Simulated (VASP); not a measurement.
# Li2H (Cmc2_1) in VASP: a series of runs

Li2H is run at these levels: PBE; tasks: single point, relaxation of cell and atoms.

Everything below comes from runs of VASP 6.6.1. Logs are shortened: lines on timing, memory, paths and dates and some standing lists are left out, and cuts for length are marked.

### Step 1. The cell of the first run

The structure is orthorhombic, space group Cmc2_1 (No. 36). Conventional cell: a = 2.555 Å, b = 11.302 Å, c = 4.929 Å, α = 90.00°, β = 90.00°, γ = 90.00°. Within 2.7 Å of Li (site symmetry m) lie 4 H at 2.00 to 2.03 Å and 4 Li at 2.56 to 2.68 Å. Within 2.6 Å of Li (site symmetry m) lie 2 H at 1.96 Å and 3 Li at 2.56 to 2.58 Å. H (site symmetry m) has 6 Li at 1.96 to 2.03 Å and 2 H at 2.56 Å within 2.6 Å.

### Step 2. Single point, PBE

Input file INCAR:

```
SYSTEM = Li2H
  PREC = Accurate
  ENCUT = 520
  EDIFF = 1E-6
  ISMEAR = 0
  SIGMA = 0.1
  LREAL = .False.
  LASPH = .True.
  NELM = 100
  ALGO = Normal
  ISIF = 2
  LWAVE = .False.
  LCHARG = .False.
  GGA = PE
  NBANDS = 16
```

Input file KPOINTS:

```
Automatic mesh
0
Gamma
  16 16 8
  0 0 0
```

Input file POSCAR:

```
Li2H
1.0
    1.2776244520     -5.6508130376      0.0000000000
    1.2776244520      5.6508130376      0.0000000000
    0.0000000000      0.0000000000      4.9294740881
Li H
4 2
Direct
    0.0501072216      0.9498927784      0.2701068594
    0.9498927784      0.0501072216      0.7701068594
    0.8157133742      0.1842866258      0.3458628499
    0.1842866258      0.8157133742      0.8458628499
    0.4370753101      0.5629246899      0.4590313208
    0.5629246899      0.4370753101      0.9590313208
```

Potentials or basis: VASP PAW PBE potentials, release 64 (Li_sv, H).

The run is started by

```console
$ cat potpaw_PBE.64/Li_sv/POTCAR potpaw_PBE.64/H/POTCAR > POTCAR
$ mpirun -np 1 vasp_std > vasp.out
```

OUTCAR:

```text
SYSTEM = Li2H
   PREC = Accurate
   ENCUT = 520
   EDIFF = 1E-6
   ISMEAR = 0
   LREAL = .False.
   LASPH = .True.
   NELM = 100
   ISIF = 2
   GGA = PE

 ion  position               nearest neighbor table
   1  0.050  0.950  0.270-   4 2.58
   2  0.950  0.050  0.770-   3 2.58
   3  0.816  0.184  0.346-   2 2.58
   4  0.184  0.816  0.846-   1 2.58
   5  0.437  0.563  0.459-
   6  0.563  0.437  0.959-

  LATTYP: Found a base centered orthorhombic cell.
 ALAT       =     2.5552489040
 B/A-ratio  =     4.4229061433
 C/A-ratio  =     1.9291561305

  Lattice vectors:

 A1 = (   1.2776244520,  -5.6508130376,   0.0000000000)
 A2 = (   1.2776244520,   5.6508130376,   0.0000000000)
 A3 = (   0.0000000000,   0.0000000000,   4.9294740881)

Analysis of symmetry for initial positions (statically):
=====================================================================
 Subroutine PRICEL returns:
 Original cell was already a primitive cell.

 Routine SETGRP: Setting up the symmetry group for a
 base centered orthorhombic supercell.

 Subroutine GETGRP returns: Found  4 space group operations
 (whereof  2 operations were pure point group operations)
 out of a pool of  8 trial point group operations.

The static configuration has the point symmetry C_1h.
 The point group associated with its full space group is C_2v.

Analysis of symmetry for dynamics (positions and initial velocities):
=====================================================================
 Subroutine PRICEL returns:
 Original cell was already a primitive cell.

 Routine SETGRP: Setting up the symmetry group for a
 base centered orthorhombic supercell.

 Subroutine GETGRP returns: Found  4 space group operations
 (whereof  2 operations were pure point group operations)
 out of a pool of  8 trial point group operations.

The dynamic configuration has the point symmetry C_1h.
 The point group associated with its full space group is C_2v.

 Subroutine INISYM returns: Found  4 space group operations
 (whereof  2 operations are pure point group operations),
 and found     1 'primitive' translations

----------------------------------------------------------------------------------------

                                     Primitive cell

  volume of cell :      71.1778

  direct lattice vectors                    reciprocal lattice vectors
     1.277624452 -5.650813038  0.000000000     0.391351308 -0.088482842  0.000000000
     1.277624452  5.650813038  0.000000000     0.391351308  0.088482842  0.000000000
     0.000000000  0.000000000  4.929474088     0.000000000  0.000000000  0.202861397

  length of vectors
     5.793445626  5.793445626  4.929474088     0.401229435  0.401229435  0.202861397

  position of ions in fractional coordinates (direct lattice)
     0.050107222  0.949892778  0.270106859
     0.949892778  0.050107222  0.770106859
     0.815713374  0.184286626  0.345862850
     0.184286626  0.815713374  0.845862850
     0.437075310  0.562924690  0.459031321
     0.562924690  0.437075310  0.959031321

  ion indices of the primitive-cell ions
   primitive index   ion index
                 1           1
                 2           2
                 3           3
                 4           4
                 5           5
                 6           6

----------------------------------------------------------------------------------------

 KPOINTS: Automatic mesh

Automatic generation of k-mesh.
 Grid dimensions read from file:
 generate k-points for:   16   16    8

 Generating k-lattice:

  Cartesian coordinates                     Fractional coordinates (reciprocal lattice)
     0.024459457 -0.005530178  0.000000000     0.062500000  0.000000000  0.000000000
     0.024459457  0.005530178  0.000000000     0.000000000  0.062500000  0.000000000
     0.000000000  0.000000000  0.025357675     0.000000000  0.000000000  0.125000000

  Length of vectors
     0.025076840  0.025076840  0.025357675

  Shift w.r.t. Gamma in fractional coordinates (k-lattice)
     0.000000000  0.000000000  0.000000000

 Subroutine IBZKPT returns following result:
 ===========================================

 Found    365 irreducible k-points:

 Following reciprocal coordinates:
            Coordinates               Weight
  0.000000  0.000000  0.000000      1.000000
  0.062500  0.000000  0.000000      4.000000
  0.125000  0.000000  0.000000      4.000000
  0.187500 -0.000000  0.000000      4.000000
  0.250000  0.000000  0.000000      4.000000
  0.312500  0.000000  0.000000      4.000000
[... 16 lines left out ...]
 -0.125000  0.062500  0.000000      4.000000
 -0.062500  0.062500  0.000000      2.000000
 [... further k-points ...]
   k-points           NKPTS =    365   k-points in BZ     NKDIM =    365   number of bands    NBANDS=     16
   number of dos      NEDOS =    301   number of ions     NIONS =      6
   total plane-waves  NPLWV =  92160
   dimension x,y,z NGX =    48 NGY =   48 NGZ =   40
   dimension x,y,z NGXF=    96 NGYF=   96 NGZF=   80
   ions per type =               4   2
   NGX,Y,Z   is equivalent  to a cutoff of  13.77, 13.77, 13.49 a.u.
   NGXF,Y,Z  is equivalent  to a cutoff of  27.55, 27.55, 26.98 a.u.
 SYSTEM =  Li2H
   PREC   = accura    normal or accurate (medium, high low for compatibility)
   ISTART =      0    job   : 0-new  1-cont  2-samecut
   ICHARG =      2    charge: 1-file 2-atom 10-const
   ISPIN  =      1    spin polarized calculation?
   LNONCOLLINEAR =      F non collinear calculations
   LSORBIT =      F    spin-orbit coupling
   LASPH  =      T    aspherical Exc in radial PAW
   ENCUT  =  520.0 eV  38.22 Ry    6.18 a.u.  10.77 10.77  9.17*2*pi/ulx,y,z
   NELM   =    100;   NELMIN=  2; NELMDL= -5     # of ELM steps
   EDIFF  = 0.1E-05   stopping-criterion for ELM
   LREAL  =      F    real-space projection
   EDIFFG = 0.1E-04   stopping-criterion for IOM
   NSW    =      0    number of steps for IOM
   IBRION =     -1    ionic relax: 0-MD 1-quasi-New 2-CG
   NFREE  =      0    steps in history (QN), initial steepest desc. (CG)
   ISIF   =      2    stress and relaxation
   ISYM   =      2    0-nonsym 1-usesym 2-fastsym
   POTIM  = 0.5000    time-step for ionic-motion
   TEBEG  =    0.0;   TEEND  =   0.0 temperature during run
   PSTRESS=    0.0 pullay stress
   NELECT =      14.0000    total number of electrons
   NUPDOWN=      -1.0000    fix difference up-down
   EMIN   =  10.00;   EMAX   =-10.00  energy-range for DOS
   EFERMI =   0.00;   METHOD = LEGACY
   ISMEAR =     0;   SIGMA  =   0.10  broadening in eV -4-tet -1-fermi 0-gaus
   EFERMI_NEDOS =   21; number of points for ismear=-14 and -15
   IALGO  =     38    algorithm
   IMIX   =      4    mixing-type and parameters
     AMIX     =   0.40;   BMIX     =  1.00
     AMIX_MAG =   1.60;   BMIX_MAG =  1.00
  volume/ion in A,a.u.               =      11.86        80.06
  Fermi-wavevector in a.u.,A,eV,Ry     =   0.952071  1.799153 12.332850  0.906439
  Thomas-Fermi vector in A             =   2.080600
   LORBIT       =      0    0 simple, 1 ext, 2 COOP (PROOUT), +10 PAW based schemes
   GGA     = PE    functional components
   LHFCALC =     F    Hartree Fock is set to
   AEXX    =    0.0000 exact exchange contribution
   IVDW    =     0    specifies the selected vdW correction
   LEPSILON=     F    determine dielectric tensor
   LRPA    =     F    only Hartree local field effects (RPA)
 non-spin polarized calculation
 Gauss-broadening in eV      SIGMA  =   0.10
  energy-cutoff  :      520.00
  volume of cell :       71.18
 maximum number of plane-waves:      1944
 NGX is ok and might be reduce to    48
   NGX = 21   NGY = 21   NGZ = 19

 number of electron      13.9999996 magnetization

 Free energy of the ion-electron system (eV)
  ---------------------------------------------------
  ext. energy  EPLUGINS =         0.00000000
  ---------------------------------------------------
  free energy    TOTEN  =       -15.61396944 eV

  energy without entropy =      -15.60927046  energy(sigma->0) =      -15.61161995

 E-fermi :   1.5473     XC(G=0):  -7.7594

 val. band max:        1.5443238102   @ k =  -0.3125   0.1250   0.2500
 cond. band min:       1.5555996700   @ k =  -0.3125   0.2500   0.1250
 fundamental gap:      0.0112758598
 Fermi energy:         1.5473297281

 k-point     1 :       0.0000    0.0000    0.0000
  band No.  band energies     occupation
      1     -45.2650      2.00000
      2     -45.2389      2.00000
      3     -45.0690      2.00000
      4     -45.0623      2.00000
      5      -5.1952      2.00000
      6      -3.6529      2.00000
[... 8 lines left out ...]
     15      13.9173      0.00000
     16      14.6354      0.00000

 k-point     2 :       0.0625    0.0000    0.0000
  band No.  band energies     occupation
      1     -45.2634      2.00000
      2     -45.2374      2.00000
      3     -45.0675      2.00000
      4     -45.0609      2.00000
      5      -5.1372      2.00000
      6      -3.5818      2.00000
[... 8 lines left out ...]
     15      13.3111      0.00000
     16      13.8314      0.00000

 k-point     3 :       0.1250    0.0000    0.0000
  band No.  band energies     occupation
      1     -45.2588      2.00000
      2     -45.2332      2.00000
      3     -45.0630      2.00000
      4     -45.0567      2.00000
      5      -4.9656      2.00000
      6      -3.3712      2.00000
[... 8 lines left out ...]
     15      11.7955      0.00000
     16      13.1742      0.00000

 k-point     4 :       0.1875   -0.0000    0.0000
  band No.  band energies     occupation
      1     -45.2520      2.00000
      2     -45.2269      2.00000
      3     -45.0563      2.00000
      4     -45.0505      2.00000
      5      -4.6878      2.00000
      6      -3.0299      2.00000
[... 8 lines left out ...]
     15      11.3724      0.00000
     16      11.7646      0.00000

 k-point     5 :       0.2500    0.0000    0.0000
  band No.  band energies     occupation
      1     -45.2439      2.00000
      2     -45.2195      2.00000
      3     -45.0483      2.00000
      4     -45.0432      2.00000
      5      -4.3189      2.00000
      6      -2.5760      2.00000
[... 8 lines left out ...]
     15      10.4324      0.00000
     16      11.0406      0.00000

 k-point     6 :       0.3125    0.0000    0.0000
  band No.  band energies     occupation
      1     -45.2358      2.00000
      2     -45.2121      2.00000
      3     -45.0401      2.00000
      4     -45.0361      2.00000
      5      -3.8888      2.00000
      6      -2.0433      2.00000
[... 8 lines left out ...]
     15       9.4363      0.00000
     16      10.7203      0.00000
[... 267 lines left out ...]
 k-point    21 :      -0.2500    0.0625    0.0000
  band No.  band energies     occupation
      1     -45.2520      2.00000
      2     -45.2269      2.00000
      3     -45.0566      2.00000
      4     -45.0503      2.00000
      5      -4.6708      2.00000
      6      -3.0519      2.00000
[... 8 lines left out ...]
     15      10.7037      0.00000
     16      11.7762      0.00000

 k-point    22 :      -0.1875    0.0625    0.0000
  band No.  band energies     occupation
      1     -45.2588      2.00000
      2     -45.2332      2.00000
      3     -45.0632      2.00000
      4     -45.0565      2.00000
      5      -4.9528      2.00000
      6      -3.3864      2.00000
[... 8 lines left out ...]
     15      11.5484      0.00000
     16      13.1869      0.00000

 k-point    23 :      -0.1250    0.0625    0.0000
  band No.  band energies     occupation
      1     -45.2634      2.00000
      2     -45.2374      2.00000
      3     -45.0676      2.00000
      4     -45.0607      2.00000
      5      -5.1287      2.00000
      6      -3.5914      2.00000
[... 8 lines left out ...]
     15      13.2468      0.00000
     16      14.1707      0.00000

 k-point    24 :      -0.0625    0.0625    0.0000
  band No.  band energies     occupation
      1     -45.2650      2.00000
      2     -45.2389      2.00000
      3     -45.0691      2.00000
      4     -45.0622      2.00000
      5      -5.1909      2.00000
      6      -3.6576      2.00000
[... 8 lines left out ...]
     15      14.1169      0.00000
     16      14.5867      0.00000

 [... further k-points ...]
[... 5 lines left out ...]
  --------------------------------------------------------------------------------------
  -------------------------------------------------------------------------------------
  Total       -0.0543971     -0.0632515     -0.0640571      0.0000000      0.0000000      0.0000000
  in kB       -1.2244518     -1.4237588     -1.4418923      0.0000000      0.0000000      0.0000000
  external PRESSURE =      -1.3633677 kB  Pullay stress =       0.0000000 kB

 VOLUME and BASIS-vectors are now :
 -----------------------------------------------------------------------------
  energy-cutoff  :      520.00
  volume of cell :       71.18
      direct lattice vectors                 reciprocal lattice vectors
     1.277624452 -5.650813038  0.000000000     0.391351308 -0.088482842  0.000000000
     1.277624452  5.650813038  0.000000000     0.391351308  0.088482842  0.000000000
     0.000000000  0.000000000  4.929474088     0.000000000  0.000000000  0.202861397

 POSITION                                       TOTAL-FORCE (eV/Angst)
 -----------------------------------------------------------------------------------
      1.27762      5.08452      1.33148         0.000000      0.000967     -0.000203
      1.27762     -5.08452      3.79622         0.000000     -0.000967     -0.000203
      1.27762     -3.56807      1.70492         0.000000     -0.001657     -0.000679
      1.27762      3.56807      4.16966         0.000000      0.001657     -0.000679
      1.27762      0.71115      2.26278         0.000000      0.001277      0.000882
      1.27762     -0.71115      4.72752         0.000000     -0.001277      0.000882
 -----------------------------------------------------------------------------------
    total drift:                               -0.000002     -0.000000      0.000148

  FREE ENERGIE OF THE ION-ELECTRON SYSTEM (eV)
  ---------------------------------------------------
  free  energy   TOTEN  =       -15.6139694426 eV

  energy  without entropy=      -15.6092704603  energy(sigma->0) =      -15.61161995
```

It took 12 min on 1 thread of Intel Xeon Platinum 8375C at 2.90GHz (Ice Lake), shared host; peak memory 0.49 GiB.

Results:

```yaml
Free_energy: -15.6140 eV
Band_gap_on_the_k_mesh: zero (band 7 reaches 3.80 eV, above the bottom of band 8 at -0.45 eV)
```

Levels at points of the mesh, in eV from the Fermi level:
```
           k point  band 5  band 6  band 7  band 8  band 9  band 10
(0.00, 0.00, 0.00)   -6.74   -5.20   -1.54   -0.57    1.38     2.96
(0.50, 0.00, 0.00)   -4.51   -2.42    1.94    2.36    2.75     3.63
(0.50, 0.50, 0.00)   -6.62   -5.35   -2.25    0.50    1.54     2.07
(0.00, 0.00, 0.50)   -6.04   -6.04   -1.40   -1.40    1.98     1.98
(0.50, 0.00, 0.50)   -3.54   -3.54    2.02    2.02    2.75     2.75
(0.50, 0.50, 0.50)   -5.98   -5.98   -2.00   -2.00    4.26     4.26
```

Caveat: the cutoff is under 1.25 times the usual one of these potentials, so pressure, stress and relaxed cells hold a basis-set (Pulay) error.

### Step 3. Relaxation of cell and atoms, PBE

This run uses another cell than the first one, of 11.92 Å³/atom, 1.005 times its volume.

Input file INCAR:

```
SYSTEM = Li2H
ALGO = Normal
EDIFF = 1E-6
EDIFFG = -0.01
ENCUT = 600
GGA = PE
IBRION = 2
ISIF = 3
ISMEAR = 0
LASPH = .True.
LCHARG = .False.
LREAL = .False.
LWAVE = .False.
NELM = 100
NSW = 100
PREC = Accurate
SIGMA = 0.1
```

Input file KPOINTS:

```
k-points
0
Gamma
  16 16 8
  0 0 0
```

Input file POSCAR:

```
Li2H
1.0
    1.2757907214     -5.6222294714      0.0000000000
    1.2757907214      5.6222294714      0.0000000000
    0.0000000000      0.0000000000      4.9854333985
Li H
4 2
Direct
    0.0493920144      0.9506079856      0.2680584640
    0.9506079856      0.0493920144      0.7680584640
    0.8144977066      0.1855022934      0.3484494286
    0.1855022934      0.8144977066      0.8484494286
    0.4361461521      0.5638538479      0.4584931374
    0.5638538479      0.4361461521      0.9584931374
```

Potentials or basis: VASP PAW PBE potentials, release 64 (Li_sv, H).

The run is started by

```console
$ cat potpaw_PBE.64/Li_sv/POTCAR potpaw_PBE.64/H/POTCAR > POTCAR
$ mpirun -np 1 vasp_std > vasp.out
```

Run time: 22 min. Hardware: 1 thread of AMD EPYC 9R45 (Zen 5), shared host; peak memory 0.48 GiB.

It converged, with:

| Item | Value |
| --- | --- |
| Free energy | -15.6145 eV |
| Relaxed volume | 11.80 Å³/atom |
| Relaxed cell | a = 5.785 Å, b = 5.785 Å, c = 4.918 Å, α = 90.00°, β = 90.00°, γ = 154.52° |
| Space group after relaxing (to 0.05 Å) | Cmc2_1 (No. 36) |
| Energy gained by relaxing | 0.4 meV/atom |
| Ionic steps | 8 |
| Pressure after relaxing | 0.0 GPa |
| Largest force after relaxing | 0.008 eV/Å |
| Band gap on the k mesh | zero (band 7 reaches 3.82 eV, above the bottom of band 8 at -0.44 eV) |

Forces on the atoms (eV/Å):
```
Li   0.000 -0.008  0.001
Li   0.000  0.008  0.001
Li   0.000 -0.008 -0.002
Li   0.000  0.008 -0.002
H    0.000  0.000  0.001
H    0.000  0.000  0.001
```

Step by step:
```tsv
step	energy change (eV)	largest force (eV/Å)	pressure (GPa)	volume (Å³)
1	0.0000	0.0180	-0.23	71.52
2	-0.0007	0.0156	-0.18	71.34
3	-0.0017	0.0145	-0.01	70.81
4	-0.0017	0.0150	-0.01	70.77
5	-0.0019	0.0141	0.01	70.70
6	-0.0020	0.0164	0.05	70.59
7	-0.0022	0.0140	0.03	70.64
8	-0.0023	0.0078	-0.03	70.80
```

Final structure:
```xyz
6
Lattice="1.2758 -5.6423 0.0000 1.2758 5.6423 0.0000 0.0000 0.0000 4.9177" Properties=species:S:1:pos:R:3 pbc="T T T"
Li    1.2758    5.0825    1.3270
Li    1.2758   -5.0825    3.7859
Li    1.2758   -3.5575    1.7028
Li    1.2758    3.5575    4.1616
H     1.2758    0.7129    2.2567
H     1.2758   -0.7129    4.7155
```

Levels at points of the mesh, in eV from the Fermi level:
```
           k point  band 3  band 4  band 5  band 6  band 7  band 8  band 9  band 10  band 11
(0.00, 0.00, 0.00)  -46.61  -46.60   -6.75   -5.21   -1.54   -0.57    1.39     2.98     4.10
(0.50, 0.00, 0.00)  -46.56  -46.56   -4.53   -2.42    1.95    2.35    2.77     3.63     4.03
(0.50, 0.50, 0.00)  -46.61  -46.60   -6.63   -5.36   -2.25    0.50    1.56     2.08     5.50
(0.00, 0.00, 0.50)  -46.60  -46.60   -6.05   -6.05   -1.40   -1.40    1.99     1.99     6.83
(0.50, 0.00, 0.50)  -46.56  -46.56   -3.55   -3.55    2.03    2.03    2.77     2.77     3.92
(0.50, 0.50, 0.50)  -46.60  -46.60   -5.99   -5.99   -2.00   -2.00    4.28     4.28     5.85
```

Caveat: the cutoff is under 1.25 times the usual one of these potentials, so pressure, stress and relaxed cells hold a basis-set (Pulay) error.
